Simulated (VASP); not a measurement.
Write the native input for VASP 6.6.1 that does the following.

```yaml
Task: single point
Functional: PBE
Potentials_or_basis: VASP PAW PBE potentials, release 64 (B, Sb, P)
Cutoff: 520 eV
k_mesh: 4 × 4 × 4
Occupations: gaussian, width 0.1 eV
Spin: no spin polarisation
Dipole_correction: no
Further_INCAR_settings: ALGO = Normal; EDIFF = 1e-06; NBANDS = 21
```

The structure of B3Sb2P lies in POSCAR:

```
B3Sb2P
1.0
    5.1401126300      0.0000000000      0.0000000000
    0.0000000000      5.1401126300      0.0000000000
    0.0000000000      0.0000000000      4.2021182900
B Sb P
3 2 1
Direct
    0.5000000000      0.5000000000      0.0000000000
    0.5000000000      0.5000000000      0.6805023400
    0.5000000000      0.5000000000      0.3194976600
    0.0000000000      0.5000000000      0.5000000000
    0.5000000000      0.0000000000      0.5000000000
    0.0000000000      0.0000000000      0.5000000000
```

These files were run (other wordings do the same):

INCAR

```
SYSTEM = B3Sb2P
PREC = Accurate
ENCUT = 520
EDIFF = 1E-6
ISMEAR = 0
SIGMA = 0.1
LREAL = .FALSE.
LASPH = .TRUE.
NELM = 80
ALGO = Normal
ISIF = 2
LWAVE = .FALSE.
LCHARG = .FALSE.
GGA = PE
NBANDS = 21
```

KPOINTS

```
Automatic mesh
0
G
  4 4 4
  0 0 0
```

Potentials or basis: VASP PAW PBE potentials, release 64 (B, Sb, P).

Launch:

```sh
$ cat potpaw_PBE.64/B/POTCAR potpaw_PBE.64/Sb/POTCAR potpaw_PBE.64/P/POTCAR > POTCAR
$ mpirun -np 1 vasp_std > vasp.out
```

It gave:

- Pressure: 18.5 GPa
- Largest force: 8.397 eV/Å
- Band gap on the k mesh: zero (band 12 reaches 6.82 eV, above the bottom of band 13 at 3.87 eV)

Caveat: the k points lie up to 0.37 Å⁻¹ apart; spin-orbit coupling is left out, which moves the levels of the heavy elements; forces of over 1 eV/Å act on the atoms, so gaps and moduli don't describe the material at rest.

Wall time 21 s on 1 thread of Intel(R) Xeon(R) Platinum 8559C (Emerald Rapids) (shared host), peak memory 0.22 GiB.
